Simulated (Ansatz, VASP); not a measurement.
## CuO: VASP beside Ansatz

```
CELL_PARAMETERS angstrom
2.34465 -1.71340 0.00000
2.34465 1.71340 0.00000
-0.86055 0.00000 5.05944
ATOMIC_POSITIONS crystal
Cu 0.00320 0.49680 0.00000
Cu 0.49680 0.00320 0.50000
O 0.57140 0.40560 0.25370
O 0.40560 0.57140 0.75370
```

Alike in both runs: task single point; functional PBEsol; k mesh 8 × 8 × 4; occupations gaussian, width 0.01 eV; no spin polarisation.

|  | VASP | Ansatz |
| --- | --- | --- |
| version | VASP 6.6.1 | Ansatz 0.2.0 |
| potentials or method | VASP PAW PBE potentials, release 64 (Cu_sv_GW, O), cutoff 820 eV | scalar-relativistic, plane waves, PAW |
| valence electrons in the cell | 50 | 50 |

Ansatz gave:

| Property | Result |
| --- | --- |
| gap on the k mesh at the Fermi level (eV) | none |
| pressure (GPa) | -2.7 |
| traceless stress, the component that is largest in VASP (GPa) | 2.26 |
| rms of the force components (eV/Å) | 0.422 |

Question: Estimate VASP's values.

Answer: gap on the k mesh at the Fermi level (eV): none; pressure (GPa): -3.4; traceless stress, the component that is largest in VASP (GPa): 2.22; rms of the force components (eV/Å): 0.426.

VASP's potentials were made for PBE, not for PBEsol. Atom by atom the forces differ by 0.006 eV/Å (rms over components). A gap of «none» marks a metal or a gap that the smearing closes.
